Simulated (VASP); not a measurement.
# MgS5: single point with PBE

MgS5:

```
Mg S
1.0
     4.36464    0.00000    0.00000
    -2.18232    3.77989    0.00000
     0.00000    0.00000    6.37059
Mg S
1 5
Direct
  0.00000 0.00000 0.50000
  0.66667 0.33333 0.74127
  0.00000 0.00000 0.00000
  0.66667 0.33333 0.25873
  0.33333 0.66667 0.25873
  0.33333 0.66667 0.74127
```

The cell was generated, and may not be a known phase.

```
Program                : VASP 6.6.1
Task                   : single point
Functional             : PBE
Potentials or basis    : VASP PAW PBE potentials, release 64 (Mg, S)
Cutoff                 : 520 eV
k mesh                 : 6 × 6 × 4
Occupations            : gaussian, width 0.1 eV
Spin                   : no spin polarisation
Dipole correction      : no
Further INCAR settings : ALGO = Normal; EDIFF = 1e-07; NBANDS = 25
```

```json
{
 "Pressure": "-0.5 GPa",
 "Largest force": "0.013 eV/Å",
 "Band gap on the k mesh": "zero (bands 16 and 17 overlap by 1.76 eV)"
}
```

Forces on the atoms (eV/Å):
```
Mg   0.000  0.000  0.000
S    0.000  0.000 -0.013
S    0.000  0.000  0.000
S    0.000  0.000  0.013
S    0.000  0.000  0.013
S    0.000  0.000 -0.013
```

Stress tensor (GPa, compression positive):
```
-0.53  0.00  0.00
 0.00 -0.53  0.00
 0.00  0.00 -0.38
```

Levels at points of the mesh, in eV from the Fermi level:
| k point | band 13 | band 14 | band 15 | band 16 | band 17 | band 18 | band 19 | band 20 |
| --- | --- | --- | --- | --- | --- | --- | --- | --- |
| (0.00, 0.00, 0.00) | -2.77 | -1.76 | -0.87 | -0.85 | -0.85 | 0.54 | 0.54 | 1.42 |
| (0.50, 0.00, 0.00) | -0.96 | -0.59 | -0.49 | 0.49 | 0.82 | 0.82 | 1.26 | 1.96 |
| (0.00, 0.00, 0.50) | -3.09 | -1.85 | -1.60 | -1.60 | -0.64 | 0.00 | 1.38 | 1.38 |
| (0.50, 0.00, 0.50) | -1.50 | -0.92 | -0.39 | 0.05 | 0.38 | 1.49 | 1.56 | 1.67 |

Wall time 100 s on 1 thread of Intel Xeon 8259CL (shared host), peak memory 0.23 GiB.
